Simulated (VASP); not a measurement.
A run of VASP 6.6.1:

The input POSCAR:

```
BaO
1.0
    0.0344438548      2.7786671095      2.7786671095
    2.7786671095      0.0344438548      2.7786671095
    2.7786671095      2.7786671095      0.0344438548
Ba O
1 1
Direct
    0.0000000000      0.0000000000      0.0000000000
    0.5000000000      0.5000000000      0.5000000000
```

Contents of INCAR.step1:

```
SYSTEM = BaO
PREC     = Accurate       ! precision mode
ENCUT    = 520            ! plane-wave cutoff, eV
EDIFF    = 1E-5           ! SCF threshold, eV
ISMEAR   = 0              ! smearing method
SIGMA    = 0.01           ! smearing width, eV
LREAL    = .False.        ! projectors in reciprocal space
LASPH    = .True.         ! aspherical terms in the spheres
NELM     = 120            ! most SCF steps
ALGO     = Normal         ! electronic algorithm
ISIF     = 2              ! what is computed and relaxed
LWAVE    = .True.         ! write WAVECAR
LCHARG   = .False.        ! write CHGCAR
NBANDS   = 15             ! bands
GGA      = PE             ! functional
GGA_COMPAT= .False.
```

The input INCAR.step2:

```
SYSTEM = BaO
PREC     = Accurate       ! precision mode
ENCUT    = 520            ! plane-wave cutoff, eV
EDIFF    = 1E-6           ! SCF threshold, eV
ISMEAR   = 0              ! smearing method
SIGMA    = 0.01           ! smearing width, eV
LREAL    = .False.        ! projectors in reciprocal space
LASPH    = .True.         ! aspherical terms in the spheres
NELM     = 120            ! most SCF steps
ALGO     = Normal         ! electronic algorithm
ISIF     = 2              ! what is computed and relaxed
LWAVE    = .False.        ! write WAVECAR
LCHARG   = .False.        ! write CHGCAR
GGA      = PE             ! functional
LHFCALC  = .True.         ! exact exchange
HFSCREEN = 0.2079         ! screening, 1/A
PRECFOCK = Normal       
NBANDS   = 15             ! bands
ISTART   = 1            
GGA_COMPAT= .False.
```

KPOINTS

```
regular mesh
0
Gamma
  6 6 6
  0 0 0
```

Potentials or basis: VASP PAW PBE potentials, release 64 (Ba_sv, O).

Run with:

```console
$ cat potpaw_PBE.64/Ba_sv/POTCAR potpaw_PBE.64/O/POTCAR > POTCAR
$ cp INCAR.step1 INCAR
$ mpirun -np 1 vasp_std > vasp.out
$ cp INCAR.step2 INCAR
$ mpirun -np 1 vasp_std > vasp.out
```

Hardware: 1 thread of Intel Xeon 8259CL, with other jobs on the host.

How long does it take, and how much memory?

Wall time 2.1 h on 1 thread of Intel Xeon 8259CL, with other jobs on the host, peak memory 0.31 GiB. Counts: k points 32.
